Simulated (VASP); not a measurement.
Here is a VASP 6.6.1 calculation.

File INCAR:

```
PREC = Accurate
ENCUT = 520
EDIFF = 1E-7
ISMEAR = -1
SIGMA = 0.1
LREAL = F
LASPH = T
NELM = 150
ALGO = Normal
ISIF = 2
LWAVE = F
LCHARG = F
ISPIN = 2
MAGMOM = 0 0 0 5.2
LORBIT = 11
LMAXMIX = 4
GGA = PS
NBANDS = 36
```

KPOINTS

```
regular mesh
0
Gamma
  5 5 5
```

POSCAR

```
Zr3Mn
1.0
    4.3732200000      0.0000000000      0.0000000000
    0.0000000000      4.3732200000      0.0000000000
    0.0000000000      0.0000000000      4.3732200000
Zr Mn
3 1
Direct
    0.0000000000      0.5000000000      0.5000000000
    0.5000000000      0.0000000000      0.5000000000
    0.5000000000      0.5000000000      0.0000000000
    0.0000000000      0.0000000000      0.0000000000
```

Potentials or basis: VASP PAW PBE potentials, release 64 (Zr_sv, Mn_pv).

Command:

```bash
$ cat potpaw_PBE.64/Zr_sv/POTCAR potpaw_PBE.64/Mn_pv/POTCAR > POTCAR
$ mpirun -np 1 vasp_std > vasp.out
```

Question: Predict the site moments.

Answer: Zr -0.03; Mn +3.46 μB.

Question: Predict the pressure.

Answer: -4.2 GPa.

Caveat: the cell stands under tension; the PAW data sets were made with another functional, which shifts forces and pressure a little.
